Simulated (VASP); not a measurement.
Here is a VASP 6.6.1 calculation.

The input INCAR:

```
PREC     = Accurate       # precision mode
ENCUT    = 520            # plane-wave cutoff, eV
EDIFF    = 1E-6           # SCF threshold, eV
ISMEAR   = -1             # smearing method
SIGMA    = 0.05           # smearing width, eV
LREAL    = Auto         
LASPH    = T              # aspherical terms in the spheres
NELM     = 60             # most SCF steps
ALGO     = Normal         # electronic algorithm
ISIF     = 2              # what is computed and relaxed
LWAVE    = F              # write WAVECAR
LCHARG   = F              # write CHGCAR
GGA      = PE             # functional
IVDW     = 12             # dispersion correction
NBANDS   = 108            # bands
```

File KPOINTS:

```
regular mesh
0
Gamma
  2 3 1
```

Contents of POSCAR:

```
InAg16
1.0
    8.1800000000      0.0000000000      0.0000000000
    0.0000000000      5.7841330000      0.0000000000
    0.0000000000      0.0000000000     15.3381000000
Ag In
16 1
Direct
    0.2500000000      0.2500000000      0.0651971000
    0.7500000000      0.2500000000      0.0651971000
    0.2500000000      0.7500000000      0.0651971000
    0.7500000000      0.7500000000      0.0651971000
    0.0005368220     -0.0015045901      0.1511965567
    0.4998206281     -0.0014019323      0.1512611554
    0.0009261932      0.5000292206      0.1509830389
    0.4990319920      0.5002452447      0.1512966265
    0.2508234446      0.2474795400      0.2449051462
    0.7511627071      0.2472208711      0.2525723025
    0.2508380069      0.7496803809      0.2596865820
    0.7509660459      0.7449376316      0.2524729185
   -0.0108428946     -0.0062646251      0.3441691392
    0.5127699979     -0.0065729947      0.3451555745
   -0.0055133212      0.4959671554      0.3422385822
    0.5073937051      0.4959265219      0.3428375220
    0.2510513749      0.2372405479      0.4256245037
```

Potentials or basis: VASP PAW PBE potentials, release 64 (Ag, In_d).

Command:

```console
$ cat potpaw_PBE.64/Ag/POTCAR potpaw_PBE.64/In_d/POTCAR > POTCAR
$ mpirun -np 1 vasp_std > vasp.out
```

Question: Estimate the dispersion energy per atom.

Answer: -0.368 eV.

Question: Predict the largest force.

Answer: 0.268 eV/Å.

Forces in eV/Å, atoms in the order of the input:
```
Ag   0.007 -0.018 -0.268
Ag  -0.003 -0.010  0.076
Ag   0.005  0.005  0.071
Ag  -0.003 -0.001  0.041
Ag   0.026  0.000  0.013
Ag  -0.009  0.001  0.026
Ag   0.030 -0.004 -0.009
Ag   0.000 -0.007 -0.008
Ag  -0.010  0.002 -0.014
Ag  -0.043 -0.022 -0.008
Ag   0.006 -0.005  0.003
Ag  -0.031  0.020 -0.017
Ag   0.018 -0.005  0.003
Ag   0.006 -0.002 -0.045
Ag   0.012  0.006  0.060
Ag   0.003  0.005  0.025
In  -0.011  0.036  0.051
```

Caveat: the k points lie up to 0.38 Å⁻¹ apart.
